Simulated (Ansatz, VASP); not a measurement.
# One calculation of Te2Mo, two programs

INCAR

```
PREC = Accurate
ENCUT = 520
EDIFF = 1E-6
ISMEAR = 0
SIGMA = 0.02
LREAL = F
LASPH = T
NELM = 100
ALGO = Normal
ISIF = 2
LWAVE = F
LCHARG = F
GGA = PE
NBANDS = 35
```

Contents of KPOINTS:

```
regular mesh
0
Gamma
  12 12 4
```

File POSCAR:

```
Te2Mo
1.0
    3.4155576044      0.0000000000      0.0000000000
   -1.7077788022      2.9579596535      0.0000000000
    0.0000000000      0.0000000000     13.1568857082
Te Mo
4 2
Direct
    0.3333333333      0.6666666667      0.6110831685
    0.6666666667      0.3333333333      0.1110831685
    0.6666666667      0.3333333333      0.3889168315
    0.3333333333      0.6666666667      0.8889168315
    0.3333333333      0.6666666667      0.2500000000
    0.6666666667      0.3333333333      0.7500000000
```

Input for Ansatz:

```yaml
crystal:
  lattice:
    - [3.4155576044, 0.0, 0.0]
    - [-1.7077788022, 2.9579596535, 0.0]
    - [0.0, 0.0, 13.1568857082]
  atoms:
    - { symbol: Te, position: [0.3333333333, 0.6666666667, 0.6110831685] }
    - { symbol: Te, position: [0.6666666667, 0.3333333333, 0.1110831685] }
    - { symbol: Te, position: [0.6666666667, 0.3333333333, 0.3889168315] }
    - { symbol: Te, position: [0.3333333333, 0.6666666667, 0.8889168315] }
    - { symbol: Mo, position: [0.3333333333, 0.6666666667, 0.25] }
    - { symbol: Mo, position: [0.6666666667, 0.3333333333, 0.75] }
basis:
  ecutwfc: 420
kpoints:
  mp_grid: { grid: [12, 12, 4] }
  band_path: { path: [VBM, CBM], npoints: 2 }
hamiltonian:
  xc: pbe
scf:
  occupations: { method: gaussian, width: 0.02 }
output:
  forces: true
  stress: true
  eigenvalues: true
checkpoint:
  read: start.run
  write: ck
  compress: false
  write_wavefunctions: false
  write_every: 100000
```

Alike in both runs: task single point; functional PBE; k mesh 12 × 12 × 4; occupations gaussian, width 0.02 eV; no spin polarisation.

|  | VASP | Ansatz |
| --- | --- | --- |
| version | VASP 6.6.1 | Ansatz 0.2.0 |
| potentials or method | VASP PAW PBE potentials, release 64 (Te, Mo_sv), cutoff 520 eV | scalar-relativistic, plane waves, PAW |
| valence electrons in the cell | 52 | 92 |

```csv
,VASP,Ansatz,Ansatz less VASP
gap on the k mesh at the Fermi level (eV),0.22,0.24,+0.016
least direct gap on the mesh (eV),0.64,0.64,-0.006
pressure (GPa),10.0,10.0,0.00
"traceless stress, the component that is largest in VASP (GPa)",0.10,0.05,-0.049
rms of the force components (eV/Å),0.010,0.002,-0.0075
```

Atom by atom the forces differ by 0.007 eV/Å (rms over components). With one functional, cell and mesh, what is left measures potentials, basis and numerics. VASP's potentials hold 52 valence electrons a cell and Ansatz's 92, so a difference there can come from the potentials and not from the codes.

Neither program's run includes spin-orbit coupling.
